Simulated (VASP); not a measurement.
Write the native input for VASP 6.6.1 that does the following.

```yaml
Task: single point
Functional: PBEsol
Potentials_or_basis: VASP PAW PBE potentials, release 64 (Na_pv, H)
Cutoff: 520 eV
k_mesh: 9 × 9 × 9
Occupations: fermi-dirac, width 0.03 eV
Spin: no spin polarisation
Dipole_correction: no
Further_INCAR_settings: ALGO = Normal; EDIFF = 1e-07; NBANDS = 11
```

The structure of NaH lies in POSCAR:

```
NaH
1.0
    0.0000000000      2.4400000000      2.4644000000
    2.4400000000      0.0000000000      2.4644000000
    2.4400000000      2.4400000000      0.0000000000
Na H
1 1
Direct
    0.0000000000      0.0000000000      0.0000000000
    0.5000000000      0.5000000000      0.5000000000
```

This cell differs from its parent crystal: zz strain of +1 %.

One way to write it, as run:

INCAR

```
SYSTEM = NaH
PREC = Accurate ; ENCUT = 520
EDIFF = 1E-7 ; ISMEAR = -1
SIGMA = 0.03 ; LREAL = .FALSE.
LASPH = .TRUE. ; NELM = 100
ALGO = Normal ; ISIF = 2
LWAVE = .FALSE. ; LCHARG = .TRUE.
GGA = PS ; LELF = .TRUE.
LVHAR = .TRUE. ; NBANDS = 11
```

KPOINTS

```
Automatic mesh
0
G
  9 9 9
  0 0 0
```

Potentials or basis: VASP PAW PBE potentials, release 64 (Na_pv, H).

Command:

```console
$ cat potpaw_PBE.64/Na_pv/POTCAR potpaw_PBE.64/H/POTCAR > POTCAR
$ mpirun -np 1 vasp_std > vasp.out
```

It gave:

| Item | Value |
| --- | --- |
| Pressure | -1.4 GPa |
| Band gap on the k mesh | 3.79 eV (least direct gap 4.52 eV) |

Caveat: the cell differs from its parent crystal (zz strain of +1 %); the PAW data sets were made with another functional, which shifts forces and pressure a little; an odd mesh through Γ misses points on the zone boundary, where band edges can lie.

Run time: 38 s on 1 thread of Intel Xeon 8259CL, on a shared host, peak memory 0.16 GiB.
